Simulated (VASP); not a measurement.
# Sn (Fd-3m) in VASP: elastic constants with PBEsol

Aim: the elastic constants of Sn with PBEsol.

Everything below comes from runs of VASP 6.6.1. Logs are shortened: lines on timing, memory, paths and dates and some standing lists are left out, and cuts for length are marked.

## 1. The cell of the first run

It takes space group Fd-3m (No. 227, cubic). Conventional cell: a = 6.336 Å, b = 6.336 Å, c = 6.336 Å, α = 90.00°, β = 90.00°, γ = 90.00°. Sn (site symmetry -43m) has 4 Sn at 2.74 Å within 3.6 Å.

This isn't the form of Sn at room conditions, which is tetragonal (white tin).

## 2. Elastic constants, PBEsol

File INCAR:

```
  PREC = Accurate
  ENCUT = 600
  EDIFF = 1E-8
  ISMEAR = -1
  SIGMA = 0.1
  LREAL = False
  LASPH = True
  NELM = 100
  ALGO = Normal
  ISIF = 3
  LWAVE = False
  LCHARG = False
  GGA = PS
  IBRION = 6
  NFREE = 2
  POTIM = 0.015
  NSW = 1
  KPAR = 4
```

File KPOINTS:

```
regular mesh
0
Gamma
  14 14 14
```

File POSCAR:

```
Sn
1.0
    0.0000000000      3.1680328296      3.1680328296
    3.1680328296      0.0000000000      3.1680328296
    3.1680328296      3.1680328296      0.0000000000
Sn
2
Direct
    0.5000000000      0.5000000000      0.5000000000
    0.7500000000      0.7500000000      0.7500000000
```

Potentials or basis: VASP PAW PBE potentials, release 64 (Sn_d).

Run with:

```sh
cat potpaw_PBE.64/Sn_d/POTCAR > POTCAR
mpirun -np 4 vasp_std > vasp.out
```

OUTCAR:

```text
PREC = Accurate
   ENCUT = 600
   EDIFF = 1E-8
   ISMEAR = -1
   LREAL = False
   LASPH = True
   NELM = 100
   ISIF = 3
   GGA = PS
   IBRION = 6
   NFREE = 2
   POTIM = 0.015
   NSW = 1

 ion  position               nearest neighbor table
   1  0.500  0.500  0.500-   2 2.74   2 2.74   2 2.74   2 2.74
   2  0.750  0.750  0.750-   1 2.74   1 2.74   1 2.74   1 2.74

  LATTYP: Found a face centered cubic cell.
 ALAT       =     6.3360656592

  Lattice vectors:

 A1 = (   0.0000000000,   3.1680328296,   3.1680328296)
 A2 = (   3.1680328296,   0.0000000000,   3.1680328296)
 A3 = (   3.1680328296,   3.1680328296,   0.0000000000)

Analysis of symmetry for initial positions (statically):
=====================================================================
 Subroutine PRICEL returns:
 Original cell was already a primitive cell.

 Routine SETGRP: Setting up the symmetry group for a
 face centered cubic supercell.

 Subroutine GETGRP returns: Found 48 space group operations
 (whereof 24 operations were pure point group operations)
 out of a pool of 48 trial point group operations.

The static configuration has the point symmetry T_d .
 The point group associated with its full space group is O_h .

Analysis of symmetry for dynamics (positions and initial velocities):
=====================================================================
 Subroutine PRICEL returns:
 Original cell was already a primitive cell.

 Routine SETGRP: Setting up the symmetry group for a
 face centered cubic supercell.

 Subroutine GETGRP returns: Found 48 space group operations
 (whereof 24 operations were pure point group operations)
 out of a pool of 48 trial point group operations.

The dynamic configuration has the point symmetry T_d .
 The point group associated with its full space group is O_h .

 Subroutine INISYM returns: Found 48 space group operations
 (whereof 24 operations are pure point group operations),
 and found     1 'primitive' translations

----------------------------------------------------------------------------------------

                                     Primitive cell

  volume of cell :      63.5915

  direct lattice vectors                    reciprocal lattice vectors
     0.000000000  3.168032830  3.168032830    -0.157826647  0.157826647  0.157826647
     3.168032830  0.000000000  3.168032830     0.157826647 -0.157826647  0.157826647
     3.168032830  3.168032830  0.000000000     0.157826647  0.157826647 -0.157826647

  length of vectors
     4.480274994  4.480274994  4.480274994     0.273363772  0.273363772  0.273363772

  position of ions in fractional coordinates (direct lattice)
     0.500000000  0.500000000  0.500000000
     0.750000000  0.750000000  0.750000000

  ion indices of the primitive-cell ions
   primitive index   ion index
                 1           1
                 2           2

----------------------------------------------------------------------------------------

 KPOINTS: regular mesh

Automatic generation of k-mesh.
 Grid dimensions read from file:
 generate k-points for:   14   14   14

 Generating k-lattice:

  Cartesian coordinates                     Fractional coordinates (reciprocal lattice)
    -0.011273332  0.011273332  0.011273332     0.071428571  0.000000000  0.000000000
     0.011273332 -0.011273332  0.011273332     0.000000000  0.071428571  0.000000000
     0.011273332  0.011273332 -0.011273332     0.000000000  0.000000000  0.071428571

  Length of vectors
     0.019525984  0.019525984  0.019525984

  Shift w.r.t. Gamma in fractional coordinates (k-lattice)
     0.000000000  0.000000000  0.000000000

 Subroutine IBZKPT returns following result:
 ===========================================

 Found    104 irreducible k-points:

 Following reciprocal coordinates:
            Coordinates               Weight
[... 54 lines left out ...]
   NELECT =      28.0000    total number of electrons
   NUPDOWN=      -1.0000    fix difference up-down
   EMIN   =  10.00;   EMAX   =-10.00  energy-range for DOS
   EFERMI =   0.00;   METHOD = LEGACY
   ISMEAR =    -1;   SIGMA  =   0.10  broadening in eV -4-tet -1-fermi 0-gaus
   EFERMI_NEDOS =   21; number of points for ismear=-14 and -15
   IALGO  =     38    algorithm
   IMIX   =      4    mixing-type and parameters
     AMIX     =   0.40;   BMIX     =  1.00
     AMIX_MAG =   1.60;   BMIX_MAG =  1.00
  volume/ion in A,a.u.               =      31.80       214.57
  Fermi-wavevector in a.u.,A,eV,Ry     =   1.245454  2.353568 21.104768  1.551157
  Thomas-Fermi vector in A             =   2.379676
   LORBIT       =      0    0 simple, 1 ext, 2 COOP (PROOUT), +10 PAW based schemes
   GGA     = PS    functional components
   LHFCALC =     F    Hartree Fock is set to
   AEXX    =    0.0000 exact exchange contribution
   IVDW    =     0    specifies the selected vdW correction
   LEPSILON=     F    determine dielectric tensor
   LRPA    =     F    only Hartree local field effects (RPA)
 finite differences with symmetry
 non-spin polarized calculation
  energy-cutoff  :      600.00
  volume of cell :       63.59
 maximum number of plane-waves:      2154
   NGX = 17   NGY = 17   NGZ = 17

--------------------------------------- Ionic step        1  -------------------------------------------

 number of electron      28.0000002 magnetization

 Free energy of the ion-electron system (eV)
  ---------------------------------------------------
  ext. energy  EPLUGINS =         0.00000000
  ---------------------------------------------------
  free energy    TOTEN  =        -8.37929379 eV

  energy without entropy =       -8.37589265  energy(sigma->0) =       -8.37759322

------------------------ aborting loop because EDIFF is reached ----------------------------------------

  FORCE on cell =-STRESS in cart. coord.  units (eV):
  Direction    XX          YY          ZZ          XY          YZ          ZX
  --------------------------------------------------------------------------------------
  -------------------------------------------------------------------------------------
  Total        1.9680592      1.9680592      1.9680592      0.0000000      0.0000000      0.0000000
  in kB       49.5849325     49.5849325     49.5849325      0.0000000      0.0000000      0.0000000
  external PRESSURE =      49.5849325 kB  Pullay stress =       0.0000000 kB
[... 89 lines left out ...]
  FREE ENERGIE OF THE ION-ELECTRON SYSTEM (eV)
  ---------------------------------------------------
  free  energy   TOTEN  =        -8.3459477016 eV

  energy  without entropy=       -8.3426852217  energy(sigma->0) =       -8.34431646

[... ionic steps 4 to 12 ...]

--------------------------------------- Ionic step       13  -------------------------------------------

 number of electron      28.0000000 magnetization

------------------------ aborting loop because EDIFF is reached ----------------------------------------
[... 67 lines left out ...]
--------------------------------------- Ionic step       15  -------------------------------------------

 number of electron      28.0000001 magnetization

 Free energy of the ion-electron system (eV)
  ---------------------------------------------------
  ext. energy  EPLUGINS =         0.00000000
  ---------------------------------------------------
  free energy    TOTEN  =        -8.37824416 eV

  energy without entropy =       -8.37484152  energy(sigma->0) =       -8.37654284

 E-fermi :   6.3723     XC(G=0):  -9.3851

 val. band max:        6.3668413120   @ k =   0.0000   0.0000   0.0000
 cond. band min:       6.3815065456   @ k =   0.4286   0.0000   0.0000
 fundamental gap:      0.0146652335
 Fermi energy:         6.3723495821

 k-point     1 :       0.0000    0.0000    0.0000
  band No.  band energies     occupation
      1     -15.4886      2.00000
      2     -15.4827      2.00000
      3     -15.4762      2.00000
      4     -15.4114      2.00000
      5     -15.4112      2.00000
      6     -15.0374      2.00000
[... 481 lines left out ...]
      5     -15.3237      2.00000
      6     -15.1519      2.00000
[... 10 lines left out ...]
     17      10.4314      0.00000
     18      10.4931      0.00000

 [... further k-points ...]

------------------------ aborting loop because EDIFF is reached ----------------------------------------

  FORCE on cell =-STRESS in cart. coord.  units (eV):
  Direction    XX          YY          ZZ          XY          YZ          ZX
  --------------------------------------------------------------------------------------
  -------------------------------------------------------------------------------------
  Total        1.9675095      1.9703450      1.9703450      0.0000000     -0.1769413      0.0000000
  in kB       49.5710826     49.6425232     49.6425232      0.0000000     -4.4580066      0.0000000
  external PRESSURE =      49.6187097 kB  Pullay stress =       0.0000000 kB
[... 17 lines left out ...]
  FREE ENERGIE OF THE ION-ELECTRON SYSTEM (eV)
  ---------------------------------------------------
  free  energy   TOTEN  =        -8.3782441631 eV

  energy  without entropy=       -8.3748415239  energy(sigma->0) =       -8.37654284

 INTERNAL STRAIN TENSORS FROM STRAINED CELLS
 ============================================

 INTERNAL STRAIN TENSOR FOR ION    1 for displacements in x,y,z  (eV/Angst):
          X           Y           Z          XY          YZ          ZX
  --------------------------------------------------------------------------------
  x    -0.00000    -0.00000    -0.00000    -0.00000    11.80588     0.00000
  y    -0.00000     0.00000    -0.00000     0.00000     0.00000    11.80694
  z    -0.00000    -0.00000     0.00000    11.80753    -0.00000     0.00000

 INTERNAL STRAIN TENSORS FROM DISPLACED ATOMS
 ============================================

 INTERNAL STRAIN TENSOR FOR ION    1 for displacements in x,y,z  (eV/Angst):
          X           Y           Z          XY          YZ          ZX
  --------------------------------------------------------------------------------
  x    -0.00000     0.00000     0.00000     0.00000    11.79964     0.00000
  y     0.00000     0.00000     0.00000     0.00000     0.00000    11.79964
  z     0.00000     0.00000    -0.00000    11.79964     0.00000     0.00000

 INTERNAL STRAIN TENSOR FOR ION    2 for displacements in x,y,z  (eV/Angst):
          X           Y           Z          XY          YZ          ZX
  --------------------------------------------------------------------------------
  x     0.00000    -0.00000    -0.00000     0.00000   -11.79964     0.00000
  y    -0.00000    -0.00000    -0.00000     0.00000     0.00000   -11.79964
  z    -0.00000    -0.00000     0.00000   -11.79964     0.00000     0.00000

 Eigenvectors and eigenvalues of the dynamical matrix
 ----------------------------------------------------

   1 f  =    6.196653 THz    38.934722 2PiTHz  206.698110 cm-1    25.627288 meV
             X         Y         Z           dx          dy          dz
      3.168033  3.168033  3.168033     0.707107    0.000000    0.000000
      4.752049  4.752049  4.752049    -0.707107    0.000000    0.000000
[... 16 lines left out ...]
   5 f  =    0.000000 THz     0.000000 2PiTHz    0.000000 cm-1     0.000000 meV
             X         Y         Z           dx          dy          dz
      3.168033  3.168033  3.168033     0.707107    0.000000    0.000000
      4.752049  4.752049  4.752049     0.707107    0.000000    0.000000

   6 f/i=    0.000000 THz     0.000000 2PiTHz    0.000001 cm-1     0.000000 meV
             X         Y         Z           dx          dy          dz
      3.168033  3.168033  3.168033     0.000000   -0.270598   -0.653281
      4.752049  4.752049  4.752049     0.000000   -0.270598   -0.653281

--------------------------------------------------------------------------------------------------------

 ELASTIC MODULI CONTR FROM IONIC RELAXATION (kBar)
 Direction    XX          YY          ZZ          XY          YZ          ZX
 --------------------------------------------------------------------------------
 XX          -0.0000      0.0000      0.0000     -0.0000      0.0000     -0.0000
 YY           0.0000     -0.0000     -0.0000     -0.0000     -0.0000     -0.0000
 ZZ           0.0000     -0.0000     -0.0000      0.0000     -0.0000     -0.0000
 XY          -0.0000     -0.0000      0.0000   -376.1654      0.0000      0.0000
 YZ           0.0000     -0.0000     -0.0000      0.0000   -376.1654      0.0000
 ZX          -0.0000     -0.0000     -0.0000      0.0000      0.0000   -376.1654
 --------------------------------------------------------------------------------

 TOTAL ELASTIC MODULI (kBar)
 Direction    XX          YY          ZZ          XY          YZ          ZX
 --------------------------------------------------------------------------------
 XX         798.1930    495.3154    495.3154      0.0000      0.0000     -0.0000
 YY         495.3154    798.1930    495.3154     -0.0000     -0.0000     -0.0000
 ZZ         495.3154    495.3154    798.1930      0.0000     -0.0000     -0.0000
 XY           0.0000     -0.0000      0.0000    288.0054      0.0000      0.0000
 YZ           0.0000     -0.0000     -0.0000      0.0000    288.0054      0.0000
 ZX          -0.0000     -0.0000     -0.0000      0.0000      0.0000    288.0054
 --------------------------------------------------------------------------------
```

Run time: 56 min. Hardware: 4 MPI ranks of Oxide Virtual Turin-like, shared host; peak memory 1.4 GiB.

What came out:

```yaml
Elastic_constants_C11_C12_C44: 80, 50, 29 GPa
Voigt_bulk_modulus: 60 GPa
Highest_phonon_frequency_at_Γ: 207 cm⁻¹
```

Phonon frequencies in cm⁻¹ (negative: imaginary):
| q point | frequencies |
| --- | --- |
| (0.000, 0.000, 0.000) | 0 0 0 207 207 207 |

Elastic tensor in Voigt notation (GPa, in the Cartesian axes of the cell as first typed):
```
80 50 50  0  0  0
50 80 50  0  0  0
50 50 80  0  0  0
 0  0  0 29  0  0
 0  0  0  0 29  0
 0  0  0  0  0 29
```

Clamped-ion elastic tensor (GPa):
```
80 50 50  0  0  0
50 80 50  0  0  0
50 50 80  0  0  0
 0  0  0 66  0  0
 0  0  0  0 66  0
 0  0  0  0  0 66
```

Caveat: the cell is under stress, which shifts elastic constants; the PAW data sets were made with another functional, which shifts forces and pressure a little; spin-orbit coupling is left out, which moves the levels of the heavy elements.
